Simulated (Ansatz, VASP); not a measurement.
SrCl2: VASP beside Ansatz

```
CELL_PARAMETERS angstrom
1.98146 1.20420 6.13505
-1.98146 1.20420 6.13505
0.00000 -2.40841 6.13505
ATOMIC_POSITIONS crystal
Sr 0.00463 0.00463 0.99121
Cl 0.42088 0.42088 0.43027
Cl 0.24115 0.24115 0.24519
```

Change from the starting cell: uniaxial_x strain -5.0%.

Alike in both runs: task single point; functional PBE; k mesh 8 × 8 × 8; occupations fermi-dirac, width 0.02 eV; no spin polarisation.

|  | VASP | Ansatz |
| --- | --- | --- |
| version | VASP 6.6.1 | Ansatz 0.2.0 |
| potentials or method | VASP PAW PBE potentials, release 64 (Sr_sv, Cl) | plane waves, PAW |
| plane-wave cutoff (eV) | 520 | 420 |
| valence electrons in the cell | 24 | 24 |

```tsv
	VASP	Ansatz	Ansatz less VASP
gap on the k mesh at the Fermi level (eV)	4.39	4.39	+0.003
pressure (GPa)	2.7	2.6	-0.11
traceless stress, the component that is largest in VASP (GPa)	1.03	1.03	+0.004
rms of the force components (eV/Å)	0.002	0.013	+0.0107
```

Atom by atom the forces differ by 0.012 eV/Å (rms over components).
